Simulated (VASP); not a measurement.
Tl, 2 atoms in the cell. It takes space group Fd-3m (No. 227, cubic). Conventional cell: a = 5.590 Å, b = 5.590 Å, c = 5.590 Å, α = 90.00°, β = 90.00°, γ = 90.00°. Tl (site symmetry -43m) has 4 Tl at 2.42 Å within 3.2 Å. This isn't the form of Tl at room conditions, which is hcp.

```yaml
Program: VASP 6.6.1
Task: single point
Functional: PBEsol
Potentials_or_basis: VASP PAW PBE potentials, release 64 (Tl_d)
Cutoff: 520 eV
k_mesh: 12 × 12 × 12
Occupations: fermi-dirac, width 0.08 eV
Spin: no spin polarisation
Dipole_correction: no
Further_INCAR_settings: ALGO = Normal; EDIFF = 1e-07; NBANDS = 20
```

Potentials or basis: VASP PAW PBE potentials, release 64 (Tl_d).

Launch:

```bash
$ cat potpaw_PBE.64/Tl_d/POTCAR > POTCAR
$ mpirun -np 1 vasp_std > vasp.out
```

Hardware: 1 thread of AMD EPYC 9R45 96-Core Processor (Zen 5), on a shared host.

Problem. Estimate the wall time of this run.

Solution. It took 30 s on 1 thread of AMD EPYC 9R45 96-Core Processor (Zen 5) (shared host), peak memory 0.17 GiB. Counts: scf iterations 13, k points 72.
